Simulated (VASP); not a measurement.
Write the native input for VASP 6.6.1 that does the following.

| Property | Result |
| --- | --- |
| Task | single point |
| Functional | PBE |
| Potentials or basis | VASP PAW PBE potentials, release 64 (Ba_sv, Ag, F) |
| Cutoff | 520 eV |
| k mesh | 8 × 8 × 8 |
| Occupations | gaussian, width 0.02 eV |
| Spin | no spin polarisation |
| Dipole correction | no |
| Further INCAR settings | ALGO = Normal; EDIFF = 1e-06; NBANDS = 29 |

The structure of BaAgF3 lies in POSCAR:

```
BaAgF3
1.0
    4.5791502339      0.0000000000      0.0000000000
    0.0000000000      4.5791502339      0.0000000000
    0.0000000000      0.0000000000      4.5791502339
Ba Ag F
1 1 3
Direct
    0.0000000000      0.0000000000      0.0000000000
    0.5000000000      0.5000000000      0.5000000000
    0.0000000000      0.5000000000      0.5000000000
    0.5000000000      0.5000000000      0.0000000000
    0.5000000000      0.0000000000      0.5000000000
```

These files were run (other wordings do the same):

INCAR

```
PREC     = Accurate       # precision mode
ENCUT    = 520            # plane-wave cutoff, eV
EDIFF    = 1E-6           # SCF threshold, eV
ISMEAR   = 0              # smearing method
SIGMA    = 0.02           # smearing width, eV
LREAL    = F              # projectors in reciprocal space
LASPH    = T              # aspherical terms in the spheres
NELM     = 100            # most SCF steps
ALGO     = Normal         # electronic algorithm
ISIF     = 2              # what is computed and relaxed
LWAVE    = F              # write WAVECAR
LCHARG   = F              # write CHGCAR
GGA      = PE             # functional
NBANDS   = 29             # bands
```

KPOINTS

```
Automatic mesh
0
Gamma
  8 8 8
```

Potentials or basis: VASP PAW PBE potentials, release 64 (Ba_sv, Ag, F).

Launch:

```sh
$ cat potpaw_PBE.64/Ba_sv/POTCAR potpaw_PBE.64/Ag/POTCAR potpaw_PBE.64/F/POTCAR > POTCAR
$ mpirun -np 1 vasp_std > vasp.out
```

Results of the run:

```yaml
Pressure: 0.0 GPa
Band_gap_on_the_k_mesh: 0.26 eV (least direct gap 2.13 eV)
```

Caveat: semilocal functionals underestimate gaps, and a narrow one can read as zero; spin-orbit coupling is left out, which moves the levels of the heavy elements.

Run time: 44 s on 1 thread of Intel(R) Xeon(R) 6975P-C (Granite Rapids) (shared host), peak memory 0.26 GiB.
